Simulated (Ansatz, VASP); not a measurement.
Two plane-wave programs on ScPdC6N6

File INCAR:

```
ALGO = Normal
EDIFF = 1E-6
ENCUT = 600
GGA = PE
GGA_COMPAT = False
ISIF = 2
ISMEAR = 0
LASPH = True
LCHARG = True
LELF = True
LREAL = False
LVHAR = True
LWAVE = False
NBANDS = 54
NELM = 120
PREC = Accurate
SIGMA = 0.1
```

Contents of KPOINTS:

```
k-points
0
Gamma
  4 4 4
```

Contents of POSCAR:

```
ScPdC6N6
1.0
    0.0000000000      5.2280000000      5.2280000000
    5.2280000000      0.0000000000      5.2280000000
    5.2280000000      5.2280000000      0.0000000000
Sc Pd C N
1 1 6 6
Direct
    0.5000000000      0.5000000000      0.5000000000
    0.0000000000      0.0000000000      0.0000000000
    0.8146518700      0.1853481300      0.1853481300
    0.1853481300      0.8146518700      0.1853481300
    0.1853481300      0.1853481300      0.8146518700
    0.1853481300      0.8146518700      0.8146518700
    0.8146518700      0.1853481300      0.8146518700
    0.8146518700      0.8146518700      0.1853481300
    0.7027544000      0.2972456000      0.2972456000
    0.2972456000      0.7027544000      0.2972456000
    0.2972456000      0.2972456000      0.7027544000
    0.2972456000      0.7027544000      0.7027544000
    0.7027544000      0.2972456000      0.7027544000
    0.7027544000      0.7027544000      0.2972456000
```

Input for Ansatz:

```yaml
crystal:
  lattice:
    - [0.0, 5.228, 5.228]
    - [5.228, 0.0, 5.228]
    - [5.228, 5.228, 0.0]
  atoms:
    - { symbol: Sc, position: [0.5, 0.5, 0.5] }
    - { symbol: Pd, position: [0.0, 0.0, 0.0] }
    - { symbol: C, position: [0.81465187, 0.18534813, 0.18534813] }
    - { symbol: C, position: [0.18534813, 0.81465187, 0.18534813] }
    - { symbol: C, position: [0.18534813, 0.18534813, 0.81465187] }
    - { symbol: C, position: [0.18534813, 0.81465187, 0.81465187] }
    - { symbol: C, position: [0.81465187, 0.18534813, 0.81465187] }
    - { symbol: C, position: [0.81465187, 0.81465187, 0.18534813] }
    - { symbol: "N", position: [0.7027544, 0.2972456, 0.2972456] }
    - { symbol: "N", position: [0.2972456, 0.7027544, 0.2972456] }
    - { symbol: "N", position: [0.2972456, 0.2972456, 0.7027544] }
    - { symbol: "N", position: [0.2972456, 0.7027544, 0.7027544] }
    - { symbol: "N", position: [0.7027544, 0.2972456, 0.7027544] }
    - { symbol: "N", position: [0.7027544, 0.7027544, 0.2972456] }
basis:
  ecutwfc: 420
kpoints:
  mp_grid: { grid: [4, 4, 4] }
hamiltonian:
  xc: pbe
scf:
  occupations: { method: gaussian, width: 0.1 }
  lower_state_search: "off"
output:
  forces: true
  stress: true
  eigenvalues: true
```

Alike in both runs: task single point; functional PBE; k mesh 4 × 4 × 4; occupations gaussian, width 0.1 eV; no spin polarisation.

```csv
,VASP,Ansatz
version,VASP 6.6.1,Ansatz 0.2.0
potentials or method,"VASP PAW PBE potentials, release 64 (Sc_sv, Pd_sv_GW, C, N), cutoff 600 eV","scalar-relativistic, plane waves, PAW"
valence electrons in the cell,83,83
```

Ansatz gave:

| Property | Result |
| --- | --- |
| gap on the k mesh at the Fermi level (eV) | none |
| pressure (GPa) | 6.4 |
| rms of the force components (eV/Å) | 1.006 |

Which values does VASP return?

gap on the k mesh at the Fermi level (eV): none; pressure (GPa): 6.7; rms of the force components (eV/Å): 0.827.

Atom by atom the forces differ by 0.182 eV/Å (rms over components). A gap of «none» marks a metal or a gap that the smearing closes.

Noted on VASP's run: the standard files for N, O and F lose accuracy on very short bonds.
